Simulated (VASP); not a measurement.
Runs of VASP 6.6.1 on Ti2NbC3. The structure is that of space group P-6m2 (No. 187), or close to it. The cells are those of the table. 

```tsv
task	cell	k mesh	cutoff (eV)	gap on the mesh (eV)	pressure (GPa)	relaxed volume (Å³/atom)	largest force (eV/Å)
relaxation of cell and atoms	relaxed from a = 3.358, b = 3.358, c = 7.685 Å, angles 90.0, 90.0, 120.0°, 6 atoms	12 × 12 × 6	600	none	0.0	(a)	-
relaxation of cell and atoms	relaxed from a = 3.661, b = 3.661, c = 6.843 Å, angles 90.0, 90.0, 120.0°, 6 atoms	6 × 6 × 4	600	none	0.1	12.48	0.02
single point	a = 3.661, b = 3.661, c = 6.843 Å, angles 90.0, 90.0, 120.0°, 6 atoms	6 × 6 × 4	520	none	-11.9	-	3.53
single point	a = 3.351, b = 3.351, c = 7.714 Å, angles 90.0, 90.0, 120.0°, 6 atoms	12 × 12 × 6	520	none	0.1	-	0.05
single point	a = 3.358, b = 3.358, c = 7.685 Å, angles 90.0, 90.0, 120.0°, 6 atoms	6 × 6 × 4	520	none	0.1	-	0.05
```

Alike in all rows: level PBE; potentials or basis VASP PAW PBE potentials, release 64 (Ti_sv, Nb_sv, C); no spin polarisation; smearing gaussian 0.1 eV.

**Question.** Fill in the values left out.

**Answer.** (a) 12.49.

Caveats: some runs use coarse meshes; forces of over 1 eV/Å act on the atoms, so gaps and moduli don't describe the material at rest (some runs).

A k mesh can miss the band edges, and the runs leave out spin-orbit coupling on Nb.

A gap of «none» marks levels without a gap at the run's occupations.
